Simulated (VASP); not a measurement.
Set up this calculation in VASP 6.6.1, as the native input.

```
Task                   : single point
Functional             : PBE
Potentials or basis    : VASP PAW PBE potentials, release 64 (Si, C, H)
Cutoff                 : 520 eV
k mesh                 : 9 × 5 × 1
Occupations            : gaussian, width 0.05 eV
Spin                   : collinear spin, ferromagnetic start
Starting moments       : [0.0, 0.0, 0.0, 0.0, 0.0, 0.0, 0.0, 0.0, 1.0] μB
Dipole correction      : yes
Further INCAR settings : ALGO = Normal; EDIFF = 1e-06; NBANDS = 30
```

The structure of Si4HC4 lies in POSCAR:

```
Si4HC4
1.0
    3.0920147307      0.0000000000      0.0000000000
    0.0000000000      5.0738209340      0.0000000000
    0.0000000000      0.0000000000     18.9686857191
Si C H
4 4 1
Direct
    0.0000000000      0.9954360513      0.2108738612
    0.5000000000      0.4954360513      0.2579297186
    0.5000000000      0.9936728499      0.3565277206
    0.0000000000      0.4650509319      0.3853429995
    0.0000000000      0.6195639487      0.2108738612
    0.5000000000      0.1195639487      0.2579297186
    0.5000000000      0.6250367811      0.3569005390
    0.0000000000      0.1238202602      0.3937376490
    0.5000000000      0.1238202602      0.4558053841
```

These files were run (other wordings do the same):

INCAR

```
PREC = Accurate
ENCUT = 520
EDIFF = 1E-6
ISMEAR = 0
SIGMA = 0.05
LREAL = F
LASPH = T
NELM = 150
ALGO = Normal
ISIF = 2
LWAVE = F
LCHARG = T
ISPIN = 2
MAGMOM = 0 0 0 0 0 0 0 0 1
LORBIT = 11
LDIPOL = T
IDIPOL = 3
DIPOL = 0.5 0.5 0.321
GGA = PE
LELF = T
LVHAR = T
LVACPOTAV = T
NBANDS = 30
```

KPOINTS

```
Automatic mesh
0
Gamma
  9 5 1
```

Potentials or basis: VASP PAW PBE potentials, release 64 (Si, C, H).

Run with:

```console
$ cat potpaw_PBE.64/Si/POTCAR potpaw_PBE.64/C/POTCAR potpaw_PBE.64/H/POTCAR > POTCAR
$ mpirun -np 1 vasp_std > vasp.out
```

Results of the run:

- Largest force: 2.990 eV/Å
- Net moment: 0.15 μB per cell
- Site moments: Si -0.00, +0.01; C +0.01, +0.00, -0.00; H +0.04 μB
- Valence electrons inside the program's atomic spheres: Si 1.62, 1.63, 1.67, 1.73; C 2.39, 2.48, 2.54, 2.51; H 0.42

Wall time 4.9 min on 1 thread of Intel(R) Xeon(R) 6975P-C (Granite Rapids) (shared host), peak memory 0.57 GiB.
